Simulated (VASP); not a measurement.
A run of VASP 6.6.1:

INCAR

```
SYSTEM = Se
PREC = Accurate
ENCUT = 520
EDIFF = 1E-6
ISMEAR = 0
SIGMA = 0.01
LREAL = .False.
LASPH = .True.
NELM = 100
ALGO = Normal
ISIF = 2
LWAVE = .False.
LCHARG = .False.
GGA = PE
IVDW = 12
NBANDS = 34
```

Contents of KPOINTS:

```
Automatic mesh
0
Gamma
  1 1 1
  0 0 0
```

The input POSCAR:

```
Se
1.0
   14.4000000000      0.0000000000      0.0000000000
    0.0000000000     12.3000000000      0.0000000000
    0.0000000000      0.0000000000     14.4000000000
Se
8
Direct
    0.6206103915      0.6241167832      0.5861779804
    0.6838157883      0.4893616253      0.4891995282
    0.6179551728      0.5107228632      0.3409412462
    0.4971286097      0.3832860375      0.3266290477
    0.3565264258      0.4741509927      0.3559249041
    0.3138709305      0.4381702009      0.5104776330
    0.3591097943      0.5881809731      0.6009399685
    0.5005854117      0.5439814915      0.6731374794
```

Potentials or basis: VASP PAW PBE potentials, release 64 (Se).

Launch:

```sh
$ cat potpaw_PBE.64/Se/POTCAR > POTCAR
$ mpirun -np 1 vasp_gam > vasp.out
```

Hardware: 1 thread of AMD EPYC 9R45 96-Core Processor (Zen 5) (shared host).

**Question.** How long does it take, and how much memory?

**Answer.** It took 110 s on 1 thread of AMD EPYC 9R45 96-Core Processor (Zen 5), on a shared host, peak memory 1.4 GiB. Counts: scf iterations 22, k points 1.
